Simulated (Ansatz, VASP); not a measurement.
# CdTe in VASP and in Ansatz

```
Cd Te
1.0
     0.00000    3.20463    3.20463
     3.20463    0.00000    3.20463
     3.20463    3.20463    0.00000
Cd Te
1 1
Cartesian
  0.0000 0.0000 0.0000
  1.6023 1.6023 1.6023
```

Alike in both runs: functional LDA; k mesh 10 × 10 × 10; occupations gaussian, width 0.02 eV; no spin polarisation.

Ansatz relaxed the structure, and its values are those at the end. VASP's run is a single point on that final structure, the one shown.

```csv
,VASP,Ansatz
version,VASP 6.6.1,Ansatz 0.2.0
potentials or method,"VASP PAW LDA potentials, release 64 (Cd, Te), cutoff 500 eV","scalar-relativistic, plane waves, PAW"
valence electrons in the cell,18,36
```

|  | VASP | Ansatz | Ansatz less VASP |
| --- | --- | --- | --- |
| gap on the k mesh at the Fermi level (eV) | 0.65 | 0.61 | -0.042 |
| least direct gap on the mesh (eV) | 0.65 | 0.61 | -0.042 |
| pressure (GPa) | 0.3 | 0.0 | -0.26 |

Ansatz warns that its potentials were made for another functional, while VASP's fit it. LDA's correlation is that of Perdew and Zunger in VASP and of Perdew and Wang (1992) in Ansatz. VASP's potentials hold 18 valence electrons a cell and Ansatz's 36, so a difference there can come from the potentials and not from the codes.

Neither program's run includes spin-orbit coupling.
